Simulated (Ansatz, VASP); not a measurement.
## TiAl3 in VASP and in Ansatz

```
Ti Al
1.0
    -1.91177    1.91177    4.28036
     1.91177   -1.91177    4.28036
     1.91177    1.91177   -4.28036
Ti Al
1 3
Direct
  0.00000 0.00000 0.00000
  0.50000 0.50000 0.00000
  0.75000 0.25000 0.50000
  0.25000 0.75000 0.50000
```

Alike in both runs: functional r2SCAN; k mesh 14 × 14 × 14; occupations gaussian, width 0.1 eV; no spin polarisation.

Ansatz relaxed the structure, and its values are those at the end. VASP's run is a single point on that final structure, the one shown.

|  | VASP | Ansatz |
| --- | --- | --- |
| version | VASP 6.6.1 | Ansatz 0.2.0 |
| potentials or method | VASP PAW PBE potentials, release 64 (Ti_sv, Al), cutoff 520 eV | scalar-relativistic, plane waves, PAW |
| valence electrons in the cell | 21 | 21 |

|  | VASP | Ansatz | Ansatz less VASP |
| --- | --- | --- | --- |
| gap on the k mesh at the Fermi level (eV) | none | none | - |
| pressure (GPa) | -0.1 | 0.0 | +0.06 |

VASP's potentials were made for PBE, not for r2SCAN. A gap of «none» marks a metal or a gap that the smearing closes. With one functional, cell and mesh, what is left measures potentials, basis and numerics.
